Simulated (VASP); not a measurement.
# CdTe in VASP: single point with PBEsol

Aim: the single point of CdTe with PBEsol.

Program: VASP 6.6.1. These are calculated values, not measurements. Logs are shortened: lines on timing, memory, paths and dates and some standing lists are left out, and cuts for length are marked.

## (1) The cell of the first run

The typed cell holds 4 atoms: a = 4.682 Å, b = 6.615 Å, c = 4.680 Å, α = 90.00°, β = 90.00°, γ = 90.00°.

## (2) Single point, PBEsol

Contents of INCAR:

```
SYSTEM = CdTe
PREC = Accurate
ENCUT = 520
EDIFF = 1E-6
ISMEAR = 0
SIGMA = 0.02
LREAL = .False.
LASPH = .True.
NELM = 80
ALGO = Normal
ISIF = 2
LWAVE = .False.
LCHARG = .True.
GGA = PS
LELF = .True.
LVHAR = .True.
NBANDS = 26
```

Contents of KPOINTS:

```
Automatic mesh
0
Gamma
  8 6 8
  0 0 0
```

Contents of POSCAR:

```
CdTe
1.0
    4.6550511300     -0.0540420018      0.5019248557
   -0.0915630346      6.4321921779      1.5416391686
   -0.5003954840     -1.0912811702      4.5233814276
Cd Te
2 2
Direct
    0.8749589893      0.2995741209      0.5872097278
    0.3750376681      0.7995813247      1.0873382966
    0.8750524833      0.0495224723      0.0871919367
    0.3749508593      0.5495122419      0.5873551188
```

Potentials or basis: VASP PAW PBE potentials, release 64 (Cd, Te).

Command:

```console
$ cat potpaw_PBE.64/Cd/POTCAR potpaw_PBE.64/Te/POTCAR > POTCAR
$ mpirun -np 1 vasp_std > vasp.out
```

OUTCAR:

```text
SYSTEM = CdTe
   PREC = Accurate
   ENCUT = 520
   EDIFF = 1E-6
   ISMEAR = 0
   LREAL = .False.
   LASPH = .True.
   NELM = 80
   ISIF = 2
   GGA = PS

 ion  position               nearest neighbor table
   1  0.875  0.300  0.587-   3 2.87   3 2.87   4 2.87   4 2.87
   2  0.375  0.800  0.087-   4 2.87   4 2.87   3 2.87   3 2.87
   3  0.875  0.050  0.087-   1 2.87   1 2.87   2 2.87   2 2.87
   4  0.375  0.550  0.587-   2 2.87   2 2.87   1 2.87   1 2.87

  LATTYP: Found a simple orthorhombic cell.
 ALAT       =     4.6799860868
 B/A-ratio  =     1.0005039383
 C/A-ratio  =     1.4134642277

  Lattice vectors:

 A1 = (  -0.5003954840,  -1.0912811702,   4.5233814276)
 A2 = (   4.6550511300,  -0.0540420018,   0.5019248557)
 A3 = (  -0.0915630346,   6.4321921779,   1.5416391686)

Analysis of symmetry for initial positions (statically):
=====================================================================
 Subroutine PRICEL returns:
 Original cell was already a primitive cell.

 Routine SETGRP: Setting up the symmetry group for a
 simple orthorhombic supercell.

 Subroutine GETGRP returns: Found  1 space group operations
 (whereof  1 operations were pure point group operations)
 out of a pool of  8 trial point group operations.

The static configuration has the point symmetry C_1 .

Analysis of symmetry for dynamics (positions and initial velocities):
=====================================================================
 Subroutine PRICEL returns:
 Original cell was already a primitive cell.

 Routine SETGRP: Setting up the symmetry group for a
 simple orthorhombic supercell.

 Subroutine GETGRP returns: Found  1 space group operations
 (whereof  1 operations were pure point group operations)
 out of a pool of  8 trial point group operations.

The dynamic configuration has the point symmetry C_1 .

 Subroutine INISYM returns: Found  1 space group operations
 (whereof  1 operations are pure point group operations),
 and found     1 'primitive' translations

----------------------------------------------------------------------------------------

                                     Primitive cell

  volume of cell :     144.9564

  direct lattice vectors                    reciprocal lattice vectors
     4.655051130 -0.054042002  0.501924856     0.212323336 -0.002464567  0.022893515
    -0.091563035  6.432192178  1.541639169    -0.002092275  0.146994109  0.035231373
    -0.500395484 -1.091281170  4.523381428    -0.022846808 -0.049824418  0.206525832

  length of vectors
     4.682344511  6.614992920  4.679986087     0.213568224  0.151171742  0.213675849

  position of ions in fractional coordinates (direct lattice)
     0.874958989  0.299574121  0.587209728
     0.375037668  0.799581325  0.087338297
     0.875052483  0.049522472  0.087191937
     0.374950859  0.549512242  0.587355119

  ion indices of the primitive-cell ions
   primitive index   ion index
                 1           1
                 2           2
                 3           3
                 4           4

----------------------------------------------------------------------------------------

 KPOINTS: Automatic mesh

Automatic generation of k-mesh.
 Grid dimensions read from file:
 generate k-points for:    8    6    8

 Generating k-lattice:

  Cartesian coordinates                     Fractional coordinates (reciprocal lattice)
     0.026540417 -0.000308071  0.002861689     0.125000000 -0.000000000  0.000000000
    -0.000348712  0.024499018  0.005871896     0.000000000  0.166666667  0.000000000
    -0.002855851 -0.006228052  0.025815729     0.000000000  0.000000000  0.125000000

  Length of vectors
     0.026696028  0.025195290  0.026709481

  Shift w.r.t. Gamma in fractional coordinates (k-lattice)
     0.000000000  0.000000000  0.000000000

 Subroutine IBZKPT returns following result:
 ===========================================

 Found    196 irreducible k-points:

 Following reciprocal coordinates:
            Coordinates               Weight
  0.000000  0.000000  0.000000      1.000000
  0.125000  0.000000  0.000000      2.000000
  0.250000  0.000000  0.000000      2.000000
  0.375000 -0.000000 -0.000000      2.000000
  0.500000  0.000000  0.000000      1.000000
 -0.000000  0.166667  0.000000      2.000000
[... 16 lines left out ...]
  0.125000  0.500000 -0.000000      2.000000
  0.250000  0.500000  0.000000      2.000000
 [... further k-points ...]
   k-points           NKPTS =    196   k-points in BZ     NKDIM =    196   number of bands    NBANDS=     26
   number of dos      NEDOS =    301   number of ions     NIONS =      4
   total plane-waves  NPLWV =  64800
   dimension x,y,z NGX =    36 NGY =   50 NGZ =   36
   dimension x,y,z NGXF=    72 NGYF=  100 NGZF=   72
   ions per type =               2   2
   NGX,Y,Z   is equivalent  to a cutoff of  12.78, 12.57, 12.79 a.u.
   NGXF,Y,Z  is equivalent  to a cutoff of  25.56, 25.13, 25.58 a.u.
 SYSTEM =  CdTe
   PREC   = accura    normal or accurate (medium, high low for compatibility)
   ISTART =      0    job   : 0-new  1-cont  2-samecut
   ICHARG =      2    charge: 1-file 2-atom 10-const
   ISPIN  =      1    spin polarized calculation?
   LNONCOLLINEAR =      F non collinear calculations
   LSORBIT =      F    spin-orbit coupling
   LASPH  =      T    aspherical Exc in radial PAW
   ENCUT  =  520.0 eV  38.22 Ry    6.18 a.u.   8.71 12.30  8.70*2*pi/ulx,y,z
   NELM   =     80;   NELMIN=  2; NELMDL= -5     # of ELM steps
   EDIFF  = 0.1E-05   stopping-criterion for ELM
   LREAL  =      F    real-space projection
   EDIFFG = 0.1E-04   stopping-criterion for IOM
   NSW    =      0    number of steps for IOM
   IBRION =     -1    ionic relax: 0-MD 1-quasi-New 2-CG
   NFREE  =      0    steps in history (QN), initial steepest desc. (CG)
   ISIF   =      2    stress and relaxation
   ISYM   =      2    0-nonsym 1-usesym 2-fastsym
   POTIM  = 0.5000    time-step for ionic-motion
   TEBEG  =    0.0;   TEEND  =   0.0 temperature during run
   PSTRESS=    0.0 pullay stress
   NELECT =      36.0000    total number of electrons
   NUPDOWN=      -1.0000    fix difference up-down
   EMIN   =  10.00;   EMAX   =-10.00  energy-range for DOS
   EFERMI =   0.00;   METHOD = LEGACY
   ISMEAR =     0;   SIGMA  =   0.02  broadening in eV -4-tet -1-fermi 0-gaus
   EFERMI_NEDOS =   21; number of points for ismear=-14 and -15
   IALGO  =     38    algorithm
   IMIX   =      4    mixing-type and parameters
     AMIX     =   0.40;   BMIX     =  1.00
     AMIX_MAG =   1.60;   BMIX_MAG =  1.00
  volume/ion in A,a.u.               =      36.24       244.55
  Fermi-wavevector in a.u.,A,eV,Ry     =   1.029034  1.944593 14.407370  1.058912
  Thomas-Fermi vector in A             =   2.163061
   LORBIT       =      0    0 simple, 1 ext, 2 COOP (PROOUT), +10 PAW based schemes
   GGA     = PS    functional components
   LHFCALC =     F    Hartree Fock is set to
   AEXX    =    0.0000 exact exchange contribution
   IVDW    =     0    specifies the selected vdW correction
   LEPSILON=     F    determine dielectric tensor
   LRPA    =     F    only Hartree local field effects (RPA)
 non-spin polarized calculation
 Gauss-broadening in eV      SIGMA  =   0.02
  energy-cutoff  :      520.00
  volume of cell :      144.96
 maximum number of plane-waves:      3929
   NGX = 17   NGY = 25   NGZ = 17

 number of electron      36.0000009 magnetization

 Free energy of the ion-electron system (eV)
  ---------------------------------------------------
  ext. energy  EPLUGINS =         0.00000000
  ---------------------------------------------------
  free energy    TOTEN  =       -10.92940755 eV

  energy without entropy =      -10.92940755  energy(sigma->0) =      -10.92940755

 E-fermi :   1.7630     XC(G=0):  -8.5050

 val. band max:        1.6627056141   @ k =   0.0000   0.0000   0.0000
 cond. band min:       2.1413660948   @ k =   0.0000   0.0000   0.0000
 fundamental gap:      0.4786604808
 Fermi energy:         1.7630180660

 k-point     1 :       0.0000    0.0000    0.0000
  band No.  band energies     occupation
      1      -9.2102      2.00000
      2      -8.7540      2.00000
      3      -6.3919      2.00000
      4      -6.3918      2.00000
      5      -6.3917      2.00000
      6      -6.2552      2.00000
[... 18 lines left out ...]
     25       8.8736      0.00000
     26      10.0582      0.00000

 k-point     2 :       0.1250    0.0000    0.0000
  band No.  band energies     occupation
      1      -9.1754      2.00000
      2      -8.7550      2.00000
      3      -6.3867      2.00000
      4      -6.3827      2.00000
      5      -6.3658      2.00000
      6      -6.2748      2.00000
[... 18 lines left out ...]
     25       9.4202      0.00000
     26       9.4227      0.00000

 k-point     3 :       0.2500    0.0000    0.0000
  band No.  band energies     occupation
      1      -9.0836      2.00000
      2      -8.7641      2.00000
      3      -6.3722      2.00000
      4      -6.3612      2.00000
      5      -6.2948      2.00000
      6      -6.2830      2.00000
[... 18 lines left out ...]
     25       8.7859      0.00000
     26       8.9307      0.00000

 k-point     4 :       0.3750   -0.0000   -0.0000
  band No.  band energies     occupation
      1      -8.9672      2.00000
      2      -8.7959      2.00000
      3      -6.3505      2.00000
      4      -6.3388      2.00000
      5      -6.3100      2.00000
      6      -6.2986      2.00000
[... 18 lines left out ...]
     25       8.0504      0.00000
     26       8.0905      0.00000
[... 496 lines left out ...]
      1      -8.9778      2.00000
      2      -8.9777      2.00000
      3      -6.3270      2.00000
      4      -6.3269      2.00000
      5      -6.3268      2.00000
      6      -6.3268      2.00000
[... 18 lines left out ...]
     25       7.9701      0.00000
     26       7.9703      0.00000

 k-point    23 :       0.1250    0.5000   -0.0000
  band No.  band energies     occupation
      1      -8.9607      2.00000
      2      -8.9606      2.00000
      3      -6.3355      2.00000
      4      -6.3355      2.00000
      5      -6.3286      2.00000
      6      -6.3285      2.00000
[... 18 lines left out ...]
     25       7.7841      0.00000
     26       7.7843      0.00000

 k-point    24 :       0.2500    0.5000    0.0000
  band No.  band energies     occupation
      1      -8.9195      2.00000
      2      -8.9193      2.00000
      3      -6.3412      2.00000
      4      -6.3412      2.00000
      5      -6.3326      2.00000
      6      -6.3325      2.00000
[... 18 lines left out ...]
     25       7.4172      0.00000
     26       7.4173      0.00000

 [... further k-points ...]
[... 5 lines left out ...]
  --------------------------------------------------------------------------------------
  -------------------------------------------------------------------------------------
  Total       -1.8209362     -1.8041602     -1.8017247      0.0001891     -0.0006816     -0.0021285
  in kB      -20.1264876    -19.9410664    -19.9141463      0.0020904     -0.0075336     -0.0235264
  external PRESSURE =     -19.9939001 kB  Pullay stress =       0.0000000 kB

 VOLUME and BASIS-vectors are now :
 -----------------------------------------------------------------------------
  energy-cutoff  :      520.00
  volume of cell :      144.96
      direct lattice vectors                 reciprocal lattice vectors
     4.655051130 -0.054042002  0.501924856     0.212323336 -0.002464567  0.022893515
    -0.091563035  6.432192178  1.541639169    -0.002092275  0.146994109  0.035231373
    -0.500395484 -1.091281170  4.523381428    -0.022846808 -0.049824418  0.206525832

 POSITION                                       TOTAL-FORCE (eV/Angst)
 -----------------------------------------------------------------------------------
      3.75171      1.23882      3.55717        -0.000121      0.000968     -0.000486
      1.62890      5.02748      1.81597         0.000268      0.000516      0.000204
      4.02525      0.17610      0.90996        -0.000860     -0.001197      0.001056
      1.40119      2.87334      3.69218         0.000713     -0.000288     -0.000773
 -----------------------------------------------------------------------------------
    total drift:                                0.000117      0.000674     -0.001013

  FREE ENERGIE OF THE ION-ELECTRON SYSTEM (eV)
  ---------------------------------------------------
  free  energy   TOTEN  =       -10.9294075529 eV

  energy  without entropy=      -10.9294075529  energy(sigma->0) =      -10.92940755
```

Run time: 14 min. Hardware: 1 thread of Intel Xeon 8259CL, shared host; peak memory 0.73 GiB.

Results:

```yaml
Free_energy: -10.9294 eV
Pressure: -2.0 GPa
Band_gap_on_the_k_mesh: 0.48 eV
```

Caveat: semilocal functionals underestimate gaps, and a narrow one can read as zero; the PAW data sets were made with another functional, which shifts forces and pressure a little; spin-orbit coupling is left out, which moves the levels of the heavy elements.
